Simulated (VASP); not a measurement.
# Zn2C (Fm-3m) in VASP: notebook

Runs on Zn2C. Level: PBE-based screened hybrid. Tasks: single point.

Everything below comes from runs of VASP 6.6.1. Logs are shortened: lines on timing, memory, paths and dates and some standing lists are left out, and cuts for length are marked.

**1. The cell of the first run**

Symmetry: Fm-3m, No. 225, cubic system. The conventional cell has a = 5.156 Å, b = 5.156 Å, c = 5.156 Å, α = 90.00°, β = 90.00°, γ = 90.00°. C (site symmetry m-3m) has 8 Zn at 2.23 Å within 3.0 Å. Zn (site symmetry -43m) has 4 C at 2.23 Å and 6 Zn at 2.58 Å within 3.0 Å.

**2. Single point, PBE-based screened hybrid**

The input, POSCAR:

```
Zn2C
1.0
    0.0000000000      2.5779490376      2.5779490376
    2.5779490376      0.0000000000      2.5779490376
    2.5779490376      2.5779490376      0.0000000000
C Zn
1 2
Direct
    0.0000000000      0.0000000000      0.0000000000
    0.2500000000      0.2500000000      0.2500000000
    0.7500000000      0.7500000000      0.7500000000
```

The input, INCAR.step1:

```
SYSTEM = Zn2C
  ALGO = Normal
  EDIFF = 1E-5
  ENCUT = 520
  GGA = PE
  ISIF = 2
  ISMEAR = -1
  LASPH = .True.
  LREAL = .False.
  LWAVE = .True.
  NBANDS = 21
  NELM = 80
  PREC = Accurate
  SIGMA = 0.02
```

The input, INCAR.step2:

```
SYSTEM = Zn2C
  AEXX = 0.15
  ALGO = Normal
  EDIFF = 1E-7
  ENCUT = 520
  GGA = PE
  HFSCREEN = 0.2078
  ISIF = 2
  ISMEAR = -1
  ISTART = 1
  LASPH = .True.
  LCHARG = .True.
  LELF = .True.
  LHFCALC = .True.
  LREAL = .False.
  LVHAR = .True.
  LWAVE = .False.
  NBANDS = 21
  NELM = 80
  PREC = Accurate
  PRECFOCK = Normal
  SIGMA = 0.02
```

The input, KPOINTS:

```
k-points
0
Gamma
  4 4 4
  0 0 0
```

Potentials or basis: VASP PAW PBE potentials, release 64 (C, Zn).

Started as:

```console
cat potpaw_PBE.64/C/POTCAR potpaw_PBE.64/Zn/POTCAR > POTCAR
cp INCAR.step1 INCAR
mpirun -np 1 vasp_std > vasp.out
cp INCAR.step2 INCAR
mpirun -np 1 vasp_std > vasp.out
```

OUTCAR:

```text
SYSTEM = Zn2C
   AEXX = 0.15
   EDIFF = 1E-7
   ENCUT = 520
   GGA = PE
   HFSCREEN = 0.2078
   ISIF = 2
   ISMEAR = -1
   ISTART = 1
   LASPH = .True.
   LHFCALC = .True.
   LREAL = .False.
   NELM = 80
   PREC = Accurate
   PRECFOCK = Normal

 ion  position               nearest neighbor table
   1  0.000  0.000  0.000-   3 2.23   3 2.23   3 2.23   2 2.23   3 2.23   2 2.23   2 2.23   2 2.23

   2  0.250  0.250  0.250-   1 2.23   1 2.23   1 2.23   1 2.23   3 2.58   3 2.58   3 2.58   3 2.58
                             3 2.58   3 2.58
   3  0.750  0.750  0.750-   1 2.23   1 2.23   1 2.23   1 2.23   2 2.58   2 2.58   2 2.58   2 2.58
                             2 2.58   2 2.58

  LATTYP: Found a face centered cubic cell.
 ALAT       =     5.1558980752

  Lattice vectors:

 A1 = (   0.0000000000,   2.5779490376,   2.5779490376)
 A2 = (   2.5779490376,   0.0000000000,   2.5779490376)
 A3 = (   2.5779490376,   2.5779490376,   0.0000000000)

Analysis of symmetry for initial positions (statically):
=====================================================================
 Subroutine PRICEL returns:
 Original cell was already a primitive cell.

 Routine SETGRP: Setting up the symmetry group for a
 face centered cubic supercell.

 Subroutine GETGRP returns: Found 48 space group operations
 (whereof 48 operations were pure point group operations)
 out of a pool of 48 trial point group operations.

The static configuration has the point symmetry O_h .

Analysis of symmetry for dynamics (positions and initial velocities):
=====================================================================
 Subroutine PRICEL returns:
 Original cell was already a primitive cell.

 Routine SETGRP: Setting up the symmetry group for a
 face centered cubic supercell.

 Subroutine GETGRP returns: Found 48 space group operations
 (whereof 48 operations were pure point group operations)
 out of a pool of 48 trial point group operations.

The dynamic configuration has the point symmetry O_h .

 Subroutine INISYM returns: Found 48 space group operations
 (whereof 48 operations are pure point group operations),
 and found     1 'primitive' translations

----------------------------------------------------------------------------------------

                                     Primitive cell

  volume of cell :      34.2652

  direct lattice vectors                    reciprocal lattice vectors
     0.000000000  2.577949038  2.577949038    -0.193952632  0.193952632  0.193952632
     2.577949038  0.000000000  2.577949038     0.193952632 -0.193952632  0.193952632
     2.577949038  2.577949038  0.000000000     0.193952632  0.193952632 -0.193952632

  length of vectors
     3.645770492  3.645770492  3.645770492     0.335935812  0.335935812  0.335935812

  position of ions in fractional coordinates (direct lattice)
     0.000000000  0.000000000  0.000000000
     0.250000000  0.250000000  0.250000000
     0.750000000  0.750000000  0.750000000

  ion indices of the primitive-cell ions
   primitive index   ion index
                 1           1
                 2           2
                 3           3

----------------------------------------------------------------------------------------

 KPOINTS: k-points

Automatic generation of k-mesh.
 Grid dimensions read from file:
 generate k-points for:    4    4    4

 Generating k-lattice:

  Cartesian coordinates                     Fractional coordinates (reciprocal lattice)
    -0.048488158  0.048488158  0.048488158     0.250000000  0.000000000  0.000000000
     0.048488158 -0.048488158  0.048488158     0.000000000  0.250000000  0.000000000
     0.048488158  0.048488158 -0.048488158     0.000000000  0.000000000  0.250000000

  Length of vectors
     0.083983953  0.083983953  0.083983953

  Shift w.r.t. Gamma in fractional coordinates (k-lattice)
     0.000000000  0.000000000  0.000000000

 Subroutine IBZKPT returns following result:
 ===========================================

 Found      8 irreducible k-points:

 Following reciprocal coordinates:
            Coordinates               Weight
  0.000000  0.000000  0.000000      1.000000
  0.250000  0.000000  0.000000      8.000000
  0.500000  0.000000  0.000000      4.000000
  0.250000  0.250000  0.000000      6.000000
  0.500000  0.250000  0.000000     24.000000
 -0.250000  0.250000  0.000000     12.000000
  0.500000  0.500000  0.000000      3.000000
 -0.250000  0.500000  0.250000      6.000000
   k-points           NKPTS =      8   k-points in BZ     NKDIM =     64   number of bands    NBANDS=     21
   number of dos      NEDOS =    301   number of ions     NIONS =      3
   total plane-waves  NPLWV =  21952
   dimension x,y,z NGX =    28 NGY =   28 NGZ =   28
   dimension x,y,z NGXF=    56 NGYF=   56 NGZF=   56
   ions per type =               1   2
   NGX,Y,Z   is equivalent  to a cutoff of  12.77, 12.77, 12.77 a.u.
   NGXF,Y,Z  is equivalent  to a cutoff of  25.54, 25.54, 25.54 a.u.
 SYSTEM =  Zn2C
   PREC   = accura    normal or accurate (medium, high low for compatibility)
   ISTART =      1    job   : 0-new  1-cont  2-samecut
   ICHARG =      0    charge: 1-file 2-atom 10-const
   ISPIN  =      1    spin polarized calculation?
   LNONCOLLINEAR =      F non collinear calculations
   LSORBIT =      F    spin-orbit coupling
   LASPH  =      T    aspherical Exc in radial PAW
   ENCUT  =  520.0 eV  38.22 Ry    6.18 a.u.   6.78  6.78  6.78*2*pi/ulx,y,z
   NELM   =     80;   NELMIN=  2; NELMDL=  0     # of ELM steps
   EDIFF  = 0.1E-06   stopping-criterion for ELM
   LREAL  =      F    real-space projection
   EDIFFG = 0.1E-05   stopping-criterion for IOM
   NSW    =      0    number of steps for IOM
   IBRION =     -1    ionic relax: 0-MD 1-quasi-New 2-CG
   NFREE  =      0    steps in history (QN), initial steepest desc. (CG)
   ISIF   =      2    stress and relaxation
   ISYM   =      3    0-nonsym 1-usesym 2-fastsym
   POTIM  = 0.5000    time-step for ionic-motion
   TEBEG  =    0.0;   TEEND  =   0.0 temperature during run
   PSTRESS=    0.0 pullay stress
   NELECT =      28.0000    total number of electrons
   NUPDOWN=      -1.0000    fix difference up-down
   EMIN   =  10.00;   EMAX   =-10.00  energy-range for DOS
   EFERMI =   0.00;   METHOD = LEGACY
   ISMEAR =    -1;   SIGMA  =   0.02  broadening in eV -4-tet -1-fermi 0-gaus
   EFERMI_NEDOS =   21; number of points for ismear=-14 and -15
   IALGO  =     38    algorithm
   IMIX   =      1    mixing-type and parameters
     AMIX     =   0.40;   BMIX     =  1.00
     AMIX_MAG =   1.60;   BMIX_MAG =  1.00
  volume/ion in A,a.u.               =      11.42        77.08
  Fermi-wavevector in a.u.,A,eV,Ry     =   1.530535  2.892291 31.872144  2.342536
  Thomas-Fermi vector in A             =   2.638004
   LORBIT       =      0    0 simple, 1 ext, 2 COOP (PROOUT), +10 PAW based schemes
   GGA     = PE    functional components
   LHFCALC =     T    Hartree Fock is set to
   PRECFOCK=normal    Normal, Fast or Accurate (Low or Medium for compatibility)
   ENCUT4O =  -1.0   cutoff for four orbital integrals eV
   NKREDX  =     1    reduce k-point grid by
   NKREDY  =     1    reduce k-point grid by
   NKREDZ  =     1    reduce k-point grid by
   AEXX    =    0.1500 exact exchange contribution
   HFSCREEN=    0.2078 screening length (either q_TF or 0.3 A-1)
   HFSCREENC=   0.2078 screening length for correlation (either q_TF or 0.3 A-1)
   ENCUTFOCK=  -1.0 apply spherical cutoff to Coloumb kernel
   IVDW    =     0    specifies the selected vdW correction
   LEPSILON=     F    determine dielectric tensor
   LRPA    =     F    only Hartree local field effects (RPA)
 non-spin polarized calculation
  energy-cutoff  :      520.00
  volume of cell :       34.27
 maximum number of plane-waves:       941
  NGX = 24; NGY = 24; NGZ = 24

 number of electron      27.9999984 magnetization

 Free energy of the ion-electron system (eV)
  ---------------------------------------------------
  ext. energy  EPLUGINS =         0.00000000
  ---------------------------------------------------
  free energy    TOTEN  =       -10.09882875 eV

  energy without entropy =      -10.09882827  energy(sigma->0) =      -10.09882851

 E-fermi :   4.7073     XC(G=0): -10.7318

 val. band max:        4.4785469380   @ k =   0.0000   0.0000   0.0000
 cond. band min:       4.9140166188   @ k =   0.0000   0.0000   0.0000
 fundamental gap:      0.4354696807
 Fermi energy:         4.7072674767

 k-point     1 :       0.0000    0.0000    0.0000
  band No.  band energies     occupation
      1     -10.4683      2.00000
      2      -5.3722      2.00000
      3      -5.3722      2.00000
      4      -5.3722      2.00000
      5      -5.2127      2.00000
      6      -5.2127      2.00000
[... 13 lines left out ...]
     20      16.2339      0.00000
     21      16.2339      0.00000

 k-point     2 :       0.2500    0.0000    0.0000
  band No.  band energies     occupation
      1      -9.6664      2.00000
      2      -5.3074      2.00000
      3      -5.1843      2.00000
      4      -5.1843      2.00000
      5      -4.9722      2.00000
      6      -4.9722      2.00000
[... 13 lines left out ...]
     20      14.8131      0.00000
     21      14.8131      0.00000

 k-point     3 :       0.5000    0.0000    0.0000
  band No.  band energies     occupation
      1      -8.5567      2.00000
      2      -4.8500      2.00000
      3      -4.8500      2.00000
      4      -4.8361      2.00000
      5      -4.5083      2.00000
      6      -4.5083      2.00000
[... 13 lines left out ...]
     20      17.2606      0.00000
     21      17.2606      0.00000

 k-point     4 :       0.2500    0.2500    0.0000
  band No.  band energies     occupation
      1      -9.4083      2.00000
      2      -5.6241      2.00000
      3      -5.1273      2.00000
      4      -4.9175      2.00000
      5      -4.9175      2.00000
      6      -4.8036      2.00000
[... 13 lines left out ...]
     20      19.4514      0.00000
     21      19.4516      0.00000

 k-point     5 :       0.5000    0.2500    0.0000
  band No.  band energies     occupation
      1      -8.3363      2.00000
      2      -5.3000      2.00000
      3      -4.9097      2.00000
      4      -4.7985      2.00000
      5      -4.6238      2.00000
      6      -4.5682      2.00000
[... 13 lines left out ...]
     20      18.2443      0.00000
     21      18.6848      0.00000

 k-point     6 :      -0.2500    0.2500    0.0000
  band No.  band energies     occupation
      1      -8.6892      2.00000
      2      -5.2137      2.00000
      3      -4.9550      2.00000
      4      -4.7703      2.00000
      5      -4.7241      2.00000
      6      -4.5455      2.00000
[... 13 lines left out ...]
     20      16.0734      0.00000
     21      18.4273      0.00000

 k-point     7 :       0.5000    0.5000    0.0000
  band No.  band energies     occupation
      1      -8.0143      2.00000
      2      -5.6342      2.00000
      3      -5.0409      2.00000
      4      -4.8360      2.00000
      5      -4.4362      2.00000
      6      -4.4362      2.00000
[... 13 lines left out ...]
     20      19.9373      0.00000
     21      20.7460      0.00000

 k-point     8 :      -0.2500    0.5000    0.2500
  band No.  band energies     occupation
      1      -8.0042      2.00000
      2      -5.0744      2.00000
      3      -5.0744      2.00000
      4      -4.8756      2.00000
      5      -4.5259      2.00000
      6      -4.5259      2.00000
[... 13 lines left out ...]
     20      15.8227      0.00000
     21      21.7609      0.00000

------------------------ aborting loop because EDIFF is reached ----------------------------------------

  FORCE on cell =-STRESS in cart. coord.  units (eV):
  Direction    XX          YY          ZZ          XY          YZ          ZX
  --------------------------------------------------------------------------------------
  -------------------------------------------------------------------------------------
  Total        0.5299617      0.5299617      0.5299617      0.0000000      0.0000000     -0.0000000
  in kB       24.7800454     24.7800454     24.7800454      0.0000000      0.0000000     -0.0000000
  external PRESSURE =      24.7800454 kB  Pullay stress =       0.0000000 kB

 VOLUME and BASIS-vectors are now :
 -----------------------------------------------------------------------------
  energy-cutoff  :      520.00
  volume of cell :       34.27
      direct lattice vectors                 reciprocal lattice vectors
     0.000000000  2.577949038  2.577949038    -0.193952632  0.193952632  0.193952632
     2.577949038  0.000000000  2.577949038     0.193952632 -0.193952632  0.193952632
     2.577949038  2.577949038  0.000000000     0.193952632  0.193952632 -0.193952632

 POSITION                                       TOTAL-FORCE (eV/Angst)
 -----------------------------------------------------------------------------------
      0.00000      0.00000      0.00000        -0.000000     -0.000000     -0.000000
      1.28897      1.28897      1.28897         0.000000     -0.000000      0.000000
      3.86692      3.86692      3.86692        -0.000000      0.000000     -0.000000
 -----------------------------------------------------------------------------------
    total drift:                               -0.000000     -0.000000     -0.000000

  FREE ENERGIE OF THE ION-ELECTRON SYSTEM (eV)
  ---------------------------------------------------
  free  energy   TOTEN  =       -10.0988287537 eV

  energy  without entropy=      -10.0988282723  energy(sigma->0) =      -10.09882851
```

Run time: 19 min. Hardware: 1 thread of AMD EPYC 9R14 (Zen 4), shared host; peak memory 0.23 GiB.

Results:

```yaml
Free_energy: -10.0988 eV
Pressure: 2.5 GPa
Band_gap_on_the_k_mesh: 0.44 eV, direct
```

Caveat: the k points lie up to 0.53 Å⁻¹ apart; the PAW data sets were made with another functional, which shifts forces and pressure a little.

**3. Single point, PBE-based screened hybrid**

POSCAR is that of step 2.

The input, INCAR.step1:

```
SYSTEM = Zn2C
ALGO = Normal ; EDIFF = 1E-5
ENCUT = 520 ; GGA = PE
ISIF = 2 ; ISMEAR = -1
LASPH = .True. ; LCHARG = .False.
LREAL = .False. ; LWAVE = .True.
NBANDS = 21 ; NELM = 100
PREC = Accurate ; SIGMA = 0.02
```

The input, INCAR.step2:

```
SYSTEM = Zn2C
AEXX = 0.5 ; ALGO = Normal
EDIFF = 1E-6 ; ENCUT = 520
GGA = PE ; HFSCREEN = 0.2078
ISIF = 2 ; ISMEAR = -1
ISTART = 1 ; LASPH = .True.
LCHARG = .False. ; LHFCALC = .True.
LREAL = .False. ; LWAVE = .False.
NBANDS = 21 ; NELM = 100
PREC = Accurate ; PRECFOCK = Normal
SIGMA = 0.02
```

KPOINTS is that of step 2.

Potentials or basis: VASP PAW PBE potentials, release 64 (C, Zn).

Started as:

```console
cat potpaw_PBE.64/C/POTCAR potpaw_PBE.64/Zn/POTCAR > POTCAR
cp INCAR.step1 INCAR
mpirun -np 1 vasp_std > vasp.out
cp INCAR.step2 INCAR
mpirun -np 1 vasp_std > vasp.out
```

Run time: 13 min. Hardware: 1 thread of Intel Xeon Platinum 8375C at 2.90GHz (Ice Lake), shared host; peak memory 0.27 GiB.

It converged, with:

```yaml
Free_energy: -12.9966 eV
Pressure: -0.4 GPa
Band_gap_on_the_k_mesh: 1.84 eV, direct
```

Levels at points of the mesh, in eV from the valence-band top:
```tsv
k point	band 10	band 11	band 12	band 13	band 14	band 15	band 16	band 17	band 18	band 19
(0.00, 0.00, 0.00)	-10.46	-10.46	0.00	0.00	0.00	1.84	6.23	6.23	6.23	13.28
(0.50, 0.00, 0.00)	-11.31	-10.38	-9.03	-1.42	-1.42	3.00	7.07	7.07	8.28	12.31
(0.50, 0.50, 0.00)	-10.67	-10.50	-7.00	-4.35	-4.35	2.17	3.67	10.93	12.25	12.25
```

Caveat: the k points lie up to 0.53 Å⁻¹ apart; the PAW data sets were made with another functional, which shifts forces and pressure a little.
